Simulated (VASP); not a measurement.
Input of a VASP 6.6.1 run:

File INCAR:

```
SYSTEM = Ti
PREC = Accurate ; ENCUT = 520
EDIFF = 1E-7 ; ISMEAR = 0
SIGMA = 0.1 ; LREAL = .FALSE.
LASPH = .TRUE. ; NELM = 60
ALGO = Normal ; ISIF = 2
LWAVE = .FALSE. ; LCHARG = .FALSE.
LDIPOL = .TRUE. ; IDIPOL = 3
DIPOL = 0.5 0.5 0.500 ; GGA = PS
NBANDS = 97 ; EFIELD = -0.6
```

KPOINTS

```
regular mesh
0
G
  12 5 1
  0 0 0
```

Contents of POSCAR:

```
Ti
1.0
    2.9004352002      0.0000000000      0.0000000000
    0.0000000000      6.8054953042      0.0000000000
    0.0000000000      0.0000000000     25.7318055608
Ti
14
Direct
    0.5000000000      0.9770475762      0.2914680815
    0.5000000000      0.5678666067      0.3134188098
    0.0000000000      0.2495046676      0.3573202663
    0.0000000000      0.8403236981      0.3792709945
    0.5000000000      0.5219617590      0.4231724511
    0.5000000000      0.1127807895      0.4451231793
    0.0000000000      0.7944188504      0.4890246359
    0.0000000000      0.3852378809      0.5109753641
    0.5000000000      0.0668759419      0.5548768207
    0.5000000000      0.6576949723      0.5768275489
    0.0000000000      0.3393330333      0.6207290055
    0.0000000000      0.9301520638      0.6426797337
    0.5000000000      0.6117901247      0.6865811902
    0.5000000000      0.2026091552      0.7085319185
```

Potentials or basis: VASP PAW PBE potentials, release 64 (Ti_sv).

Run with:

```sh
$ cat potpaw_PBE.64/Ti_sv/POTCAR > POTCAR
$ mpirun -np 1 vasp_std > vasp.out
```

(1) Predict the band gap on the k mesh.

(2) Predict the largest force.

## Answers

(1) zero (bands 84 and 85 overlap by 0.49 eV).

(2) 0.853 eV/Å.

Caveat: the PAW data sets were made with another functional, which shifts forces and pressure a little.
